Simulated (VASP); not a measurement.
Here is a VASP 6.6.1 calculation.

The input INCAR:

```
SYSTEM = BiTe
  ALGO = Normal
  EDIFF = 1E-7
  ENCUT = 520
  GGA = PS
  ISIF = 2
  ISMEAR = -1
  LASPH = .TRUE.
  LCHARG = .FALSE.
  LREAL = .FALSE.
  LWAVE = .FALSE.
  NBANDS = 18
  NELM = 100
  PREC = Accurate
  SIGMA = 0.05
```

Contents of KPOINTS:

```
k-points
0
G
  7 7 7
  0 0 0
```

Contents of POSCAR:

```
BiTe
1.0
    2.4050129375      1.3885348668      3.1898636301
   -2.4050129375      1.3885348668      3.1898636301
    0.0000000000     -2.7770697337      3.1898636301
Bi Te
1 1
Direct
    0.5000000000      0.5000000000      0.5000000000
    0.0000000000      0.0000000000      0.0000000000
```

Potentials or basis: VASP PAW PBE potentials, release 64 (Bi_d, Te).

Launch:

```sh
$ cat potpaw_PBE.64/Bi_d/POTCAR potpaw_PBE.64/Te/POTCAR > POTCAR
$ mpirun -np 1 vasp_std > vasp.out
```

Q: Estimate the pressure.

A: 0.0 GPa.

Caveat: the PAW data sets were made with another functional, which shifts forces and pressure a little.
